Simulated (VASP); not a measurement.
# Mg16O17 (a cell with a defect) in VASP: single point with PBE

Aim: the single point of Mg16O17 (a cell with a defect) with PBE.

All numbers are computed with VASP 6.6.1; they aren't measurements. Logs are shortened: lines on timing, memory, paths and dates and some standing lists are left out, and cuts for length are marked.

**1. The cell of the first run**

The cell holds a defect, 33 atoms: a = 7.369 Å, b = 7.369 Å, c = 7.369 Å, α = 109.47°, β = 109.47°, γ = 109.47°.

**2. Single point, PBE**

The input, INCAR:

```
SYSTEM = Mg16O17
ALGO = Normal ; EDIFF = 1E-7
ENCUT = 520 ; GGA = PE
ISIF = 2 ; ISMEAR = -1
LASPH = .True. ; LCHARG = .True.
LELF = .True. ; LREAL = Auto
LVHAR = .True. ; LWAVE = .False.
NBANDS = 89 ; NELM = 80
PREC = Accurate ; SIGMA = 0.01
```

The input, KPOINTS:

```
Automatic mesh
0
Gamma
  1 1 1
  0.25 0.25 0.25
```

The input, POSCAR:

```
Mg16O17
1.0
   -4.2543812300      4.2543812300      4.2543812300
    4.2543812300     -4.2543812300      4.2543812300
    4.2543812300      4.2543812300     -4.2543812300
Mg O
16 17
Direct
   -0.0038737713     -0.0000478330      0.0028596403
   -0.0045956154      0.2495914077      0.7525081385
   -0.0038847012      0.4999434430      0.5028538545
   -0.0031525148      0.7503133423      0.2532297746
    0.2457681725     -0.0007680318      0.7525084911
    0.2312557213      0.2350796616      0.5041744931
    0.2312516079      0.4999467337      0.2366664964
    0.2457557148      0.7503075835      0.0028575248
    0.4961185625     -0.0000594681      0.5028553823
    0.4961215006      0.2350776637      0.2366691995
    0.4961236161      0.4999499069      0.0029039476
    0.4961179748      0.7648289667      0.7690497920
    0.7464883442      0.0006740111      0.2532303622
    0.7464814102      0.2495804778      0.0028547042
    0.7609963294      0.4999432080      0.7690543755
    0.7609948016      0.7648203873      0.5015560159
   -0.0038821157     -0.0000564124      0.5028489184
   -0.0012710427      0.2512469951      0.2541598746
   -0.0038669548      0.4999467337      0.0028567021
   -0.0064839041      0.7486574023      0.7515553560
    0.2474218795      0.0025541905      0.2541604622
    0.2367398326      0.2405670636     -0.0129512371
    0.2367008140      0.4999495544      0.7592538904
    0.2474234073      0.7486355425      0.5028544421
    0.4961220882     -0.0000401939      0.0028564671
    0.4961263192      0.2405244017      0.7592547131
    0.4961125686      0.4999406224      0.4056399525
    0.4961169171      0.7593502616      0.2464388928
    0.7448291135     -0.0026590236      0.7515540632
    0.7448080764      0.2512477002      0.5028540895
    0.7555271440      0.4999413275      0.2464404207
    0.7555191522      0.7593442678      0.0186681672
    0.4961337233      0.4999601317      0.6000891462
```

Potentials or basis: VASP PAW PBE potentials, release 64 (Mg, O).

The run is started by

```sh
> cat potpaw_PBE.64/Mg/POTCAR potpaw_PBE.64/O/POTCAR > POTCAR
> mpirun -np 1 vasp_std > vasp.out
```

OUTCAR:

```text
SYSTEM = Mg16O17
   EDIFF = 1E-7
   ENCUT = 520
   GGA = PE
   ISIF = 2
   ISMEAR = -1
   LASPH = .True.
   LREAL = Auto
   NELM = 80
   PREC = Accurate

 ion  position               nearest neighbor table
   1  0.996  1.000  0.003-  32 2.12  22 2.12  20 2.13  29 2.13  18 2.13  21 2.13  14 3.00   8 3.00
                             2 3.01   5 3.01  13 3.01   4 3.01   7 3.01  10 3.01  12 3.01  15 3.01
   2  0.995  0.250  0.753-  22 2.06  23 2.06  19 2.13  17 2.13  29 2.14  30 2.14   7 2.91   6 2.91
                            15 2.92  16 2.92  14 3.00  13 3.00   9 3.00   1 3.01   3 3.01   8 3.01
   3  0.996  0.500  0.503-  23 2.12  31 2.12  24 2.13  30 2.13  18 2.13  20 2.13  13 3.00   5 3.00
                             4 3.01  14 3.01   8 3.01   2 3.01  10 3.01  16 3.01  12 3.01   6 3.01
   4  0.997  0.750  0.253-  31 2.06  32 2.06  17 2.13  19 2.13  24 2.14  21 2.14  15 2.91  16 2.91
                             6 2.92   7 2.92   9 3.00   5 3.00   8 3.00   3 3.01   1 3.01  13 3.01
   5  0.246  0.999  0.753-  22 2.06  26 2.06  25 2.13  17 2.13  20 2.14  24 2.14  10 2.91   6 2.91
                            12 2.92  16 2.92   8 3.00   4 3.00   3 3.00   1 3.01   9 3.01  14 3.01
   6  0.231  0.235  0.504-  33 1.93  17 2.00  21 2.13  18 2.13  23 2.19  26 2.19  27 2.74   5 2.91
                             2 2.91   4 2.92  13 2.92  11 3.00   9 3.01   3 3.01   1 3.02  15 3.19
   7  0.231  0.500  0.237-  27 1.93  19 2.00  24 2.13  18 2.13  22 2.19  28 2.19  33 2.74   2 2.91
                             8 2.91  14 2.92   4 2.92  11 3.00   9 3.01   1 3.01   3 3.02  10 3.19
   8  0.246  0.750  0.003-  28 2.06  23 2.06  19 2.13  25 2.13  21 2.14  20 2.14   7 2.91  12 2.91
                            15 2.92  10 2.92   1 3.00   5 3.00   4 3.00   9 3.01   3 3.01   2 3.01
   9  0.496  1.000  0.503-  26 2.12  28 2.12  30 2.13  24 2.13  21 2.13  29 2.13   4 3.00   2 3.00
[... 10 lines left out ...]
                            12 2.92   7 2.92   2 3.00   1 3.00  13 3.00   3 3.01   9 3.01   5 3.01
  15  0.761  0.500  0.769-  33 1.93  19 2.00  30 2.13  20 2.13  26 2.19  32 2.19  27 2.74  14 2.91
                             4 2.91   2 2.92   8 2.92  11 3.00   9 3.01   1 3.01   3 3.02   6 3.19
  16  0.761  0.765  0.502-  27 1.93  17 2.00  20 2.13  29 2.13  28 2.19  31 2.19  33 2.74   4 2.91
                            13 2.91   2 2.92   5 2.92  11 3.00   9 3.01   3 3.01   1 3.02  10 3.19
  17  0.996  1.000  0.503-   6 2.00  16 2.00  13 2.13   4 2.13   2 2.13   5 2.13
  18  0.999  0.251  0.254-   6 2.13   7 2.13   1 2.13   3 2.13  13 2.14  14 2.14
  19  0.996  0.500  0.003-   7 2.00  15 2.00   2 2.13   8 2.13  14 2.13   4 2.13
  20  0.994  0.749  0.752-  16 2.13  15 2.13   1 2.13   3 2.13   5 2.14   8 2.14
  21  0.247  0.003  0.254-   6 2.13  10 2.13   1 2.13   9 2.13   8 2.14   4 2.14
  22  0.237  0.241  0.987-   2 2.06   5 2.06   1 2.12  11 2.14   7 2.19  10 2.19
  23  0.237  0.500  0.759-   8 2.06   2 2.06   3 2.12  11 2.14  12 2.19   6 2.19
  24  0.247  0.749  0.503-  12 2.13   7 2.13   9 2.13   3 2.13   4 2.14   5 2.14
  25  0.496  1.000  0.003-  10 2.00  12 2.00   5 2.13  14 2.13   8 2.13  13 2.13
  26  0.496  0.241  0.759-  14 2.06   5 2.06   9 2.12  11 2.14  15 2.19   6 2.19
  27  0.496  0.500  0.406-  33 1.43   7 1.93  10 1.93  16 1.93   6 2.74  12 2.74  15 2.74
  28  0.496  0.759  0.246-   8 2.06  13 2.06   9 2.12  11 2.14   7 2.19  16 2.19
  29  0.745  0.997  0.752-  16 2.13  12 2.13   1 2.13   9 2.13   2 2.14  14 2.14
  30  0.745  0.251  0.503-  10 2.13  15 2.13   9 2.13   3 2.13  13 2.14   2 2.14
  31  0.756  0.500  0.246-  14 2.06   4 2.06   3 2.12  11 2.14  10 2.19  16 2.19
  32  0.756  0.759  0.019-   4 2.06  13 2.06   1 2.12  11 2.14  15 2.19  12 2.19
  33  0.496  0.500  0.600-  27 1.43  15 1.93  12 1.93   6 1.93  16 2.74  10 2.74   7 2.74

  LATTYP: Found a body centered cubic cell.
 ALAT       =     8.5087624600

  Lattice vectors:

 A1 = (  -4.2543812300,   4.2543812300,   4.2543812300)
 A2 = (   4.2543812300,  -4.2543812300,   4.2543812300)
 A3 = (   4.2543812300,   4.2543812300,  -4.2543812300)

Analysis of symmetry for initial positions (statically):
=====================================================================
 Subroutine PRICEL returns:
 Original cell was already a primitive cell.

 Routine SETGRP: Setting up the symmetry group for a
 body centered cubic supercell.

 Subroutine GETGRP returns: Found  2 space group operations
 (whereof  1 operations were pure point group operations)
 out of a pool of 48 trial point group operations.

The static configuration has the point symmetry C_1 .
 The point group associated with its full space group is C_1h.

Analysis of symmetry for dynamics (positions and initial velocities):
=====================================================================
 Subroutine PRICEL returns:
 Original cell was already a primitive cell.

 Routine SETGRP: Setting up the symmetry group for a
 body centered cubic supercell.

 Subroutine GETGRP returns: Found  2 space group operations
 (whereof  1 operations were pure point group operations)
 out of a pool of 48 trial point group operations.

The dynamic configuration has the point symmetry C_1 .
 The point group associated with its full space group is C_1h.

 Subroutine INISYM returns: Found  2 space group operations
 (whereof  1 operations are pure point group operations),
 and found     1 'primitive' translations

[... 52 lines left out ...]
                 2           2
                 3           3
                 4           4
                 5           5
                 6           6
[... 25 lines left out ...]
                32          32
                33          33

----------------------------------------------------------------------------------------

 KPOINTS: Automatic mesh

Automatic generation of k-mesh.
 Grid dimensions read from file:
 generate k-points for:    1    1    1

 Generating k-lattice:

  Cartesian coordinates                     Fractional coordinates (reciprocal lattice)
     0.000000000  0.117525904  0.117525904     1.000000000  0.000000000  0.000000000
     0.117525904  0.000000000  0.117525904     0.000000000  1.000000000  0.000000000
     0.117525904  0.117525904  0.000000000     0.000000000  0.000000000  1.000000000

  Length of vectors
     0.166206727  0.166206727  0.166206727

  Shift w.r.t. Gamma in fractional coordinates (k-lattice)
     0.250000000  0.250000000  0.250000000

 Subroutine IBZKPT returns following result:
 ===========================================

 Found      1 irreducible k-points:

 Following reciprocal coordinates:
            Coordinates               Weight
  0.250000  0.250000  0.250000      2.000000
   k-points           NKPTS =      1   k-points in BZ     NKDIM =      1   number of bands    NBANDS=     89
   number of dos      NEDOS =    301   number of ions     NIONS =     33
   total plane-waves  NPLWV = 175616
   dimension x,y,z NGX =    56 NGY =   56 NGZ =   56
   dimension x,y,z NGXF=   112 NGYF=  112 NGZF=  112
   ions per type =              16  17
   NGX,Y,Z   is equivalent  to a cutoff of  12.63, 12.63, 12.63 a.u.
   NGXF,Y,Z  is equivalent  to a cutoff of  25.27, 25.27, 25.27 a.u.
 SYSTEM =  Mg16O17
   PREC   = accura    normal or accurate (medium, high low for compatibility)
   ISTART =      0    job   : 0-new  1-cont  2-samecut
   ICHARG =      2    charge: 1-file 2-atom 10-const
   ISPIN  =      1    spin polarized calculation?
   LNONCOLLINEAR =      F non collinear calculations
   LSORBIT =      F    spin-orbit coupling
   LASPH  =      T    aspherical Exc in radial PAW
   ENCUT  =  520.0 eV  38.22 Ry    6.18 a.u.  13.70 13.70 13.70*2*pi/ulx,y,z
   NELM   =     80;   NELMIN=  2; NELMDL= -5     # of ELM steps
   EDIFF  = 0.1E-06   stopping-criterion for ELM
   LREAL  =      T    real-space projection
   EDIFFG = 0.1E-05   stopping-criterion for IOM
   NSW    =      0    number of steps for IOM
   IBRION =     -1    ionic relax: 0-MD 1-quasi-New 2-CG
   NFREE  =      0    steps in history (QN), initial steepest desc. (CG)
   ISIF   =      2    stress and relaxation
   ISYM   =      2    0-nonsym 1-usesym 2-fastsym
   POTIM  = 0.5000    time-step for ionic-motion
   TEBEG  =    0.0;   TEEND  =   0.0 temperature during run
   PSTRESS=    0.0 pullay stress
   NELECT =     134.0000    total number of electrons
   NUPDOWN=      -1.0000    fix difference up-down
   EMIN   =  10.00;   EMAX   =-10.00  energy-range for DOS
   EFERMI =   0.00;   METHOD = LEGACY
   ISMEAR =    -1;   SIGMA  =   0.01  broadening in eV -4-tet -1-fermi 0-gaus
   EFERMI_NEDOS =   21; number of points for ismear=-14 and -15
   IALGO  =     38    algorithm
   IMIX   =      4    mixing-type and parameters
     AMIX     =   0.40;   BMIX     =  1.00
     AMIX_MAG =   1.60;   BMIX_MAG =  1.00
  volume/ion in A,a.u.               =       9.33        62.99
  Fermi-wavevector in a.u.,A,eV,Ry     =   1.240471  2.344151 20.936222  1.538769
  Thomas-Fermi vector in A             =   2.374910
   LORBIT       =      0    0 simple, 1 ext, 2 COOP (PROOUT), +10 PAW based schemes
   GGA     = PE    functional components
   LHFCALC =     F    Hartree Fock is set to
   AEXX    =    0.0000 exact exchange contribution
   IVDW    =     0    specifies the selected vdW correction
   LEPSILON=     F    determine dielectric tensor
   LRPA    =     F    only Hartree local field effects (RPA)
 non-spin polarized calculation
  energy-cutoff  :      520.00
  volume of cell :      308.01
 maximum number of plane-waves:      8280
 NGX is ok and might be reduce to    54
   NGX = 27   NGY = 27   NGZ = 27

 number of electron     133.9999991 magnetization

 Free energy of the ion-electron system (eV)
  ---------------------------------------------------
  ext. energy  EPLUGINS =         0.00000000
  ---------------------------------------------------
  free energy    TOTEN  =      -192.97662740 eV

  energy without entropy =     -192.97662740  energy(sigma->0) =     -192.97662740

 E-fermi :   3.7379     XC(G=0): -11.0539

 val. band max:        3.3872640951   @ k =   0.2500   0.2500   0.2500
 cond. band min:       8.7893575102   @ k =   0.2500   0.2500   0.2500
 fundamental gap:      5.4020934151
 Fermi energy:         3.7379262884

 k-point     1 :       0.2500    0.2500    0.2500
  band No.  band energies     occupation
      1     -18.1056      2.00000
      2     -13.5651      2.00000
      3     -13.5650      2.00000
      4     -13.5526      2.00000
      5     -13.1019      2.00000
      6     -12.8873      2.00000
[... 71 lines left out ...]
     78      12.6234      0.00000
     79      12.7400      0.00000
 [bands above 79 left out]

------------------------ aborting loop because EDIFF is reached ----------------------------------------

  FORCE on cell =-STRESS in cart. coord.  units (eV):
  Direction    XX          YY          ZZ          XY          YZ          ZX
  --------------------------------------------------------------------------------------
  -------------------------------------------------------------------------------------
  Total       12.4956255     12.4956255     12.4986764      3.1109267     -3.1132678     -3.1132770
  in kB       64.9979084     64.9979084     65.0137777     16.1819615    -16.1941389    -16.1941867
  external PRESSURE =      65.0031982 kB  Pullay stress =       0.0000000 kB

 VOLUME and BASIS-vectors are now :
 -----------------------------------------------------------------------------
  energy-cutoff  :      520.00
  volume of cell :      308.01
      direct lattice vectors                 reciprocal lattice vectors
    -4.254381230  4.254381230  4.254381230     0.000000000  0.117525904  0.117525904
     4.254381230 -4.254381230  4.254381230     0.117525904  0.000000000  0.117525904
     4.254381230  4.254381230 -4.254381230     0.117525904  0.117525904  0.000000000

 POSITION                                       TOTAL-FORCE (eV/Angst)
 -----------------------------------------------------------------------------------
      0.02844     -0.00411      8.47991        -0.000153     -0.000153     -0.000050
      0.02848      6.37443      2.09523        -0.000912      0.000451      0.003612
      0.02843      4.25024      4.22547        -0.000352     -0.000024      0.000928
      0.02849      2.12619      6.35575        -0.000830     -0.003483     -0.000068
      6.40698     -0.00406      2.09525         0.000451     -0.000912      0.003612
      2.16122      2.12868     -0.16098         0.007775      0.007775      0.003611
[... 25 lines left out ...]
      0.09570      0.06315      6.36538         0.000463      0.000463      0.003920
      2.56929      2.53673      1.68476         0.148613      0.148613     -0.150300
 -----------------------------------------------------------------------------------
    total drift:                                0.031781     -0.043869      0.016891

  FREE ENERGIE OF THE ION-ELECTRON SYSTEM (eV)
  ---------------------------------------------------
  free  energy   TOTEN  =      -192.9766274039 eV

  energy  without entropy=     -192.9766274039  energy(sigma->0) =     -192.97662740
```

Wall time 4.3 min (1 thread of Intel Xeon 8259CL, shared host); peak memory 0.41 GiB.

What came out:

- Free energy: -192.9766 eV
- Pressure: 6.5 GPa
- Largest force: 0.258 eV/Å
- Band gap on the k mesh: 5.40 eV

Forces in eV/Å, atoms in the order of the input:
```
Mg   0.000  0.000  0.000
Mg  -0.001  0.000  0.004
Mg   0.000  0.000  0.001
Mg  -0.001 -0.003  0.000
Mg   0.000 -0.001  0.004
Mg   0.008  0.008  0.004
Mg  -0.008  0.003  0.008
Mg  -0.003  0.001  0.001
Mg   0.000  0.000  0.001
Mg   0.003 -0.008  0.008
Mg  -0.002 -0.002  0.003
Mg  -0.004  0.009 -0.008
Mg  -0.003 -0.001  0.000
Mg   0.001 -0.003  0.001
Mg   0.009 -0.004 -0.008
Mg  -0.008 -0.008 -0.004
O    0.001  0.001 -0.001
O    0.001 -0.003 -0.004
O    0.001  0.000 -0.001
O    0.000  0.004  0.003
O   -0.003  0.001 -0.004
O   -0.001 -0.001 -0.008
O    0.000 -0.003  0.002
O    0.005 -0.004 -0.001
O    0.000  0.001 -0.001
O   -0.003  0.000  0.002
O   -0.149 -0.149  0.149
O    0.006  0.002 -0.002
O    0.004  0.000  0.003
O   -0.004  0.005 -0.001
O    0.002  0.006 -0.002
O    0.000  0.000  0.004
O    0.149  0.149 -0.150
```

Caveat: the k points lie up to 1.04 Å⁻¹ apart, too coarse for converged energies, forces and pressures.
